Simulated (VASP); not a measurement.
# Sb: single point with PBEsol+D3(BJ)

Sb:

```
Sb
1.0
     3.35453    0.00000    0.00000
    -1.67727    2.90511    0.00000
     0.00000    0.00000    5.47016
Sb
2
Direct
  0.66667 0.33333 0.75000
  0.33333 0.66667 0.25000
```

```
Program             : VASP 6.6.1
Task                : single point
Functional          : PBEsol
Dispersion          : D3(BJ)
Potentials or basis : VASP PAW PBE potentials, release 64 (Sb)
Cutoff              : 520 eV
k mesh              : 9 × 9 × 5
Occupations         : gaussian, width 0.01 eV
Spin                : no spin polarisation
```

```json
{
  "Pressure": "-4.8 GPa",
  "Band gap on the k mesh": "zero (band 5 reaches 12.67 eV, above the bottom of band 6 at 5.74 eV)",
  "Dispersion energy per atom": "-0.512 eV"
}
```

Stress tensor (GPa, compression positive):
```
-5.09  0.00  0.00
 0.00 -5.09  0.00
 0.00  0.00 -4.30
```

Levels at points of the mesh, in eV from the Fermi level:
```csv
k point,band 1,band 2,band 3,band 4,band 5,band 6,band 7,band 8,band 9,band 10
"(0.00, 0.00, 0.00)",-12.88,-9.05,-5.76,3.74,3.74,5.38,5.38,5.63,7.86,9.09
```

Wall time 19 s on 1 thread of Intel(R) Xeon(R) Platinum 8375C CPU @ 2.90GHz (Ice Lake), with other jobs on the host, peak memory 0.18 GiB.

Caveat: the PAW data sets were made with another functional, which shifts forces and pressure a little; spin-orbit coupling is left out, which moves the levels of the heavy elements; pairwise dispersion overbinds metals, which lowers pressure and volume.
